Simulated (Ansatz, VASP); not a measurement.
# Na2IF in VASP and in Ansatz

```
F I Na
1.0
     2.02308    1.16803    6.41279
    -2.02308    1.16803    6.41279
     0.00000   -2.33605    6.41279
F I Na
1 1 2
Direct
  0.00000 0.00000 0.00000
  0.50000 0.50000 0.50000
  0.27243 0.27243 0.27243
  0.72757 0.72757 0.72757
```

Change from the starting cell: biaxial_xy strain +1.2%.

Alike in both runs: task single point; functional PBE; k mesh 8 × 8 × 8; occupations fermi-dirac, width 0.02 eV; no spin polarisation.

```csv
,VASP,Ansatz
version,VASP 6.6.1,Ansatz 0.2.0
potentials or method,"VASP PAW PBE potentials, release 64 (F, I, Na_pv)","plane waves, PAW"
plane-wave cutoff (eV),520,420
valence electrons in the cell,28,42
```

```tsv
	VASP	Ansatz	Ansatz less VASP
gap on the k mesh at the Fermi level (eV)	2.04	2.04	+0.007
pressure (GPa)	0.3	0.4	+0.04
traceless stress, the component that is largest in VASP (GPa)	0.47	0.46	-0.006
rms of the force components (eV/Å)	0.008	0.009	+0.0006
```

Atom by atom the forces differ by 0.001 eV/Å (rms over components). VASP's potentials hold 28 valence electrons a cell and Ansatz's 42, so a difference there can come from the potentials and not from the codes.

Spin-orbit coupling is off throughout.
